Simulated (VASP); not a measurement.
Input of a VASP 6.6.1 run:

File INCAR:

```
SYSTEM = CaAl4O
PREC = Accurate
ENCUT = 520
EDIFF = 1E-7
ISMEAR = 0
SIGMA = 0.1
LREAL = .FALSE.
LASPH = .TRUE.
NELM = 80
ALGO = Normal
ISIF = 2
LWAVE = .FALSE.
LCHARG = .TRUE.
GGA = PE
LELF = .TRUE.
LVHAR = .TRUE.
NBANDS = 23
```

Contents of KPOINTS:

```
regular mesh
0
G
  4 4 4
  0 0 0
```

Contents of POSCAR:

```
CaAl4O
1.0
    2.7704339593     -4.1551327801      0.0000000000
    2.7704339593      4.1551327801      0.0000000000
    0.0000000000      0.0000000000      4.6613873446
Ca Al O
1 4 1
Direct
    0.0000000000      0.0000000000      0.0000000000
    0.6539918962      0.3460081038      0.0000000000
    0.3460081038      0.6539918962      0.0000000000
    0.5000000000      0.0000000000      0.5000000000
    0.0000000000      0.5000000000      0.5000000000
    0.5000000000      0.5000000000      0.5000000000
```

Potentials or basis: VASP PAW PBE potentials, release 64 (Ca_sv, Al, O).

Command:

```console
$ cat potpaw_PBE.64/Ca_sv/POTCAR potpaw_PBE.64/Al/POTCAR potpaw_PBE.64/O/POTCAR > POTCAR
$ mpirun -np 1 vasp_std > vasp.out
```

(1) What does it give for the band gap on the k mesh?

(2) Estimate the largest force.

Answers

(1) zero (band 14 reaches 6.31 eV, above the bottom of band 15 at 5.38 eV).

(2) 0.004 eV/Å.
